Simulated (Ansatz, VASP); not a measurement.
**SnO2: VASP beside Ansatz**

```
CELL_PARAMETERS angstrom
-4.82719 4.82719 0.00000
-4.82719 -4.82719 0.00000
4.82719 0.00000 6.47630
ATOMIC_POSITIONS crystal
Sn 0.62500 0.12500 0.25000
Sn 0.87500 0.37500 0.75000
Sn 0.12500 0.62500 0.25000
Sn 0.37500 0.87500 0.75000
Sn 0.50000 0.50000 0.00000
Sn 0.75000 0.75000 0.50000
Sn 0.00000 0.00000 0.00000
Sn 0.25000 0.25000 0.50000
O 0.93158 0.12500 0.25000
O 0.18158 0.37500 0.75000
O 0.43158 0.62500 0.25000
O 0.68158 0.87500 0.75000
O 0.31842 0.12500 0.25000
O 0.56842 0.37500 0.75000
O 0.81842 0.62500 0.25000
O 0.06842 0.87500 0.75000
O 0.50000 0.19342 0.00000
O 0.75000 0.44342 0.50000
O 0.00000 0.69342 0.00000
O 0.25000 0.94342 0.50000
O 0.50000 0.80658 0.00000
O 0.75000 0.05658 0.50000
O 0.00000 0.30658 0.00000
O 0.25000 0.55658 0.50000
```

Alike in both runs: task single point; functional PBE; k mesh 3 × 3 × 3; occupations gaussian, width 0.02 eV; no spin polarisation.

|  | VASP | Ansatz |
| --- | --- | --- |
| version | VASP 6.6.1 | Ansatz 0.2.0 |
| potentials or method | VASP PAW PBE potentials, release 64 (Sn_d, O), cutoff 520 eV | scalar-relativistic, plane waves, PAW |
| valence electrons in the cell | 208 | 208 |

Ansatz gave:

```
gap on the k mesh at the Fermi level (eV)                     : 0.68
least direct gap on the mesh (eV)                             : 0.68
pressure (GPa)                                                : 0.0
traceless stress, the component that is largest in VASP (GPa) : -0.02
rms of the force components (eV/Å)                            : 0.000
```

**Question.** Estimate VASP's values.

**Answer.** gap on the k mesh at the Fermi level (eV): 0.67; least direct gap on the mesh (eV): 0.67; pressure (GPa): 0.6; traceless stress, the component that is largest in VASP (GPa): 0.15; rms of the force components (eV/Å): 0.008.

Atom by atom the forces differ by 0.008 eV/Å (rms over components). The functional is the same, so the differences come from potentials, cutoffs and numerics.
